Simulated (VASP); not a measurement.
# SiO2 in VASP: single point with LDA

Aim: the single point of SiO2 with LDA.

Program: VASP 6.6.1. These are calculated values, not measurements. Logs are shortened: lines on timing, memory, paths and dates and some standing lists are left out, and cuts for length are marked.

## Step 1: The cell of the first run

The cell holds a sheet with vacuum, 6 atoms: a = 2.688 Å, b = 2.688 Å, c = 37.223 Å, α = 90.00°, β = 90.00°, γ = 120.00°.

## Step 2: Single point, LDA

File POSCAR:

```
SiO2
1.0
    2.6867761159     -0.0668593839      0.0000000000
   -1.2854901939      2.3602438508      0.0000000000
    0.0000000000      0.0000000000     37.2231571600
Si O
2 4
Direct
    0.5000211658      0.4999788342      0.2198878560
    0.4999788342      0.5000211658      0.3442770780
    0.1666888109      0.8333111891      0.2444942017
    0.8333538595      0.1666461405      0.1952367491
    0.1666461405      0.8333538595      0.3689281848
    0.8333111891      0.1666888109      0.3196707322
```

File INCAR.step1:

```
SYSTEM = SiO2
  ALGO = Normal
  DIPOL = 0.5 0.5 0.282
  EDIFF = 1E-6
  ENCUT = 520
  GGA = CA
  IDIPOL = 3
  ISIF = 2
  ISMEAR = 0
  LASPH = .TRUE.
  LCHARG = .TRUE.
  LDIPOL = .TRUE.
  LREAL = .FALSE.
  LWAVE = .FALSE.
  NBANDS = 25
  NELM = 80
  PREC = Accurate
  SIGMA = 0.02
```

File KPOINTS.step1:

```
k-points
0
G
  12 12 1
  0 0 0
```

File INCAR.step2:

```
SYSTEM = SiO2
  ALGO = Normal
  DIPOL = 0.5 0.5 0.282
  EDIFF = 1E-6
  ENCUT = 520
  GGA = CA
  ICHARG = 11
  IDIPOL = 3
  ISIF = 2
  ISMEAR = -5
  LASPH = .TRUE.
  LCHARG = .FALSE.
  LDIPOL = .TRUE.
  LORBIT = 11
  LREAL = .FALSE.
  LWAVE = .FALSE.
  NEDOS = 1001
  NELM = 80
  PREC = Accurate
  SIGMA = 0.02
```

File KPOINTS.step2:

```
k-points
0
G
  18 18 1
  0 0 0
```

Potentials or basis: VASP PAW LDA potentials, release 64 (Si, O).

Launch:

```sh
$ cat potpaw_LDA.64/Si/POTCAR potpaw_LDA.64/O/POTCAR > POTCAR
$ cp INCAR.step1 INCAR
$ cp KPOINTS.step1 KPOINTS
$ mpirun -np 1 vasp_std > vasp.out
$ cp INCAR.step2 INCAR
$ cp KPOINTS.step2 KPOINTS
$ mpirun -np 1 vasp_std > vasp.out
```

OUTCAR:

```text
SYSTEM = SiO2
   EDIFF = 1E-6
   ENCUT = 520
   GGA = CA
   ICHARG = 11
   ISIF = 2
   ISMEAR = -5
   LASPH = .TRUE.
   LORBIT = 11
   LREAL = .FALSE.
   NELM = 80
   PREC = Accurate

 ion  position               nearest neighbor table
   1  0.500  0.500  0.220-   3 1.80   3 1.80   3 1.80   4 1.80   4 1.80   4 1.80
   2  0.500  0.500  0.344-   6 1.80   6 1.80   6 1.80   5 1.80   5 1.80   5 1.80
   3  0.167  0.833  0.244-   1 1.80   1 1.80   1 1.80
   4  0.833  0.167  0.195-   1 1.80   1 1.80   1 1.80
   5  0.167  0.833  0.369-   2 1.80   2 1.80   2 1.80
   6  0.833  0.167  0.320-   2 1.80   2 1.80   2 1.80

  LATTYP: Found a hexagonal cell.
 ALAT       =     2.6876078721
 C/A-ratio  =    13.8499211683

  Lattice vectors:

 A1 = (   2.6867761159,  -0.0668593839,   0.0000000000)
 A2 = (  -1.2854901939,   2.3602438508,   0.0000000000)
 A3 = (   0.0000000000,   0.0000000000,  37.2231571600)

Analysis of symmetry for initial positions (statically):
=====================================================================
 Subroutine PRICEL returns:
 Original cell was already a primitive cell.

 Routine SETGRP: Setting up the symmetry group for a
 hexagonal supercell.

 Subroutine GETGRP returns: Found  4 space group operations
 (whereof  2 operations were pure point group operations)
 out of a pool of 24 trial point group operations.

The static configuration has the point symmetry C_1h.
 The point group associated with its full space group is C_2h.

Analysis of symmetry for dynamics (positions and initial velocities):
=====================================================================
 Subroutine PRICEL returns:
 Original cell was already a primitive cell.

 Routine SETGRP: Setting up the symmetry group for a
 hexagonal supercell.

 Subroutine GETGRP returns: Found  4 space group operations
 (whereof  2 operations were pure point group operations)
 out of a pool of 24 trial point group operations.

The dynamic configuration has the point symmetry C_1h.
 The point group associated with its full space group is C_2h.

 Subroutine INISYM returns: Found  4 space group operations
 (whereof  2 operations are pure point group operations),
 and found     1 'primitive' translations

----------------------------------------------------------------------------------------

[... 118 lines left out ...]
   EFERMI_NEDOS =   21; number of points for ismear=-14 and -15
   IALGO  =     38    algorithm
   IMIX   =      4    mixing-type and parameters
     AMIX     =   0.40;   BMIX     =  1.00
     AMIX_MAG =   1.60;   BMIX_MAG =  1.00
  volume/ion in A,a.u.               =      38.81       261.89
  Fermi-wavevector in a.u.,A,eV,Ry     =   0.844824  1.596487  9.710861  0.713728
  Thomas-Fermi vector in A             =   1.959914
   LORBIT       =     11    0 simple, 1 ext, 2 COOP (PROOUT), +10 PAW based schemes
   GGA     = CA    functional components
   LHFCALC =     F    Hartree Fock is set to
   AEXX    =    0.0000 exact exchange contribution
   IVDW    =     0    specifies the selected vdW correction
   LEPSILON=     F    determine dielectric tensor
   LRPA    =     F    only Hartree local field effects (RPA)
 non-spin polarized calculation
 Fermi weights with tetrahedron method with Bloechl corrections
  energy-cutoff  :      520.00
  volume of cell :      232.85
 maximum number of plane-waves:      6351

 number of electron      31.9999993 magnetization

 dipolmoment           0.000000      0.000000     -0.000037 electrons x Angstroem

 Free energy of the ion-electron system (eV)
  ---------------------------------------------------
  ext. energy  EPLUGINS =         0.00000000
  ---------------------------------------------------
  free energy    TOTEN  =       -50.52051218 eV

  energy without entropy =      -50.52051218  energy(sigma->0) =      -50.52051218

 E-fermi :  -5.9675     XC(G=0):  -3.0141

 val. band max:       -5.9821280066   @ k =  -0.1111   0.2222   0.0000
 cond. band min:       0.3761477107   @ k =   0.0000   0.0000   0.0000
 fundamental gap:      6.3582757173
 Fermi energy:        -5.9675391287

 k-point     1 :       0.0000    0.0000    0.0000
  band No.  band energies     occupation
      1     -27.0843      2.00000
      2     -27.0517      2.00000
      3     -23.2203      2.00000
      4     -23.1359      2.00000
      5     -10.8929      2.00000
      6     -10.3806      2.00000
[... 541 lines left out ...]
     19       3.1420      0.00000
     20       3.2653      0.00000

 [... further k-points ...]

------------------------ aborting loop because EDIFF is reached ----------------------------------------

 vacuum level on the upper side and lower side of the slab       (xc-potential included)        -0.010        -0.009

  FORCE on cell =-STRESS in cart. coord.  units (eV):
  Direction    XX          YY          ZZ          XY          YZ          ZX
  --------------------------------------------------------------------------------------
  -------------------------------------------------------------------------------------
  Total       -2.5986235     -2.5984256     -2.3525002      0.0001929      0.0001102     -0.0001804
  in kB      -17.8804614    -17.8791003    -16.1869501      0.0013271      0.0007585     -0.0012413
  external PRESSURE =     -17.3155039 kB  Pullay stress =       0.0000000 kB

 VOLUME and BASIS-vectors are now :
 -----------------------------------------------------------------------------
  energy-cutoff  :      520.00
  volume of cell :      232.85
      direct lattice vectors                 reciprocal lattice vectors
     2.686776116 -0.066859384  0.000000000     0.377307003  0.205497602  0.000000000
    -1.285490194  2.360243851  0.000000000     0.010688096  0.429506232  0.000000000
     0.000000000  0.000000000 37.223157160     0.000000000  0.000000000  0.026864997

 POSITION                                       TOTAL-FORCE (eV/Angst)
 -----------------------------------------------------------------------------------
      0.70073      1.14664      8.18492        -0.000002      0.000001     -0.037869
      0.70056      1.14674     12.81508         0.000002     -0.000001      0.037869
     -0.62336      1.95567      9.10085        -0.000020      0.000012     -0.580340
      2.02481      0.33761      7.26733         0.000091     -0.000055      0.627037
     -0.62353      1.95578     13.73267        -0.000091      0.000055     -0.627037
      2.02464      0.33771     11.89915         0.000020     -0.000012      0.580340
 -----------------------------------------------------------------------------------
    total drift:                                0.000000      0.000000     -0.007303

  FREE ENERGIE OF THE ION-ELECTRON SYSTEM (eV)
  ---------------------------------------------------
  free  energy   TOTEN  =       -50.5205121823 eV

  energy  without entropy=      -50.5205121823  energy(sigma->0) =      -50.52051218

 vacuum level on the upper side and lower side of the slab         3.186         3.188

 total charge

# of ion       s       p       d       tot
------------------------------------------
    1        0.608   0.885   0.000   1.493
    2        0.608   0.885   0.000   1.493
    3        1.554   3.588   0.000   5.142
    4        1.554   3.587   0.000   5.141
    5        1.554   3.587   0.000   5.141
    6        1.554   3.588   0.000   5.142
--------------------------------------------------
tot          7.431  16.119   0.000  23.550
```

OUTCAR.step1:

```text
SYSTEM = SiO2
   EDIFF = 1E-6
   ENCUT = 520
   GGA = CA
   ISIF = 2
   ISMEAR = 0
   LASPH = .TRUE.
[... 918 lines left out ...]
     -0.62353      1.95578     13.73267        -0.000053      0.000032     -0.626052
      2.02464      0.33771     11.89915         0.000070     -0.000043      0.579642
 -----------------------------------------------------------------------------------
    total drift:                                0.000000      0.000000      0.000085

  FREE ENERGIE OF THE ION-ELECTRON SYSTEM (eV)
  ---------------------------------------------------
  free  energy   TOTEN  =       -50.5204870982 eV

  energy  without entropy=      -50.5204870982  energy(sigma->0) =      -50.52048710

 vacuum level on the upper side and lower side of the slab         3.187         3.187
```

OSZICAR.step1:

```text
N       E                     dE             d eps       ncg     rms          rms(c)
DAV:   1     0.298941889098E+03    0.29894E+03   -0.13363E+04  2286   0.101E+03
DAV:   2    -0.177590345516E+02   -0.31670E+03   -0.29157E+03  3283   0.259E+02
DAV:   3    -0.542492761774E+02   -0.36490E+02   -0.36262E+02  2890   0.998E+01
[... 14 lines left out ...]
DAV:  18    -0.505204675321E+02   -0.19110E-04   -0.27159E-07  2060   0.242E-03    0.759E-04
DAV:  19    -0.505204809552E+02   -0.13423E-04   -0.45099E-07  2053   0.323E-03    0.295E-04
DAV:  20    -0.505204851915E+02   -0.42363E-05   -0.11388E-07  1954   0.144E-03    0.216E-04
DAV:  21    -0.505204866733E+02   -0.14818E-05   -0.45800E-08  1977   0.781E-04    0.163E-04
DAV:  22    -0.505204870982E+02   -0.42490E-06   -0.10958E-08  2042   0.451E-04
   1 F= -.50520487E+02 E0= -.50520487E+02  d E =-.123859E-13
```

It took 5.2 min on 1 thread of AMD EPYC 9R45 (Zen 5), shared host; peak memory 0.43 GiB.

Results:

* Valence electrons inside the program's atomic spheres: Si 1.49; O 5.14

Levels at points of the mesh, in eV from the valence-band top:
```
           k point  band 13  band 14  band 15  band 16  band 17  band 18  band 19  band 20
(0.00, 0.00, 0.00)    -1.06    -1.05    -1.05    -0.44     6.36     6.82     8.23     8.24
(0.50, 0.00, 0.00)    -1.51    -1.47    -1.00    -0.99     7.71     7.77    10.00    10.16
(0.50, 0.50, 0.00)    -1.51    -1.47    -1.00    -0.99     7.71     7.77    10.00    10.16
```
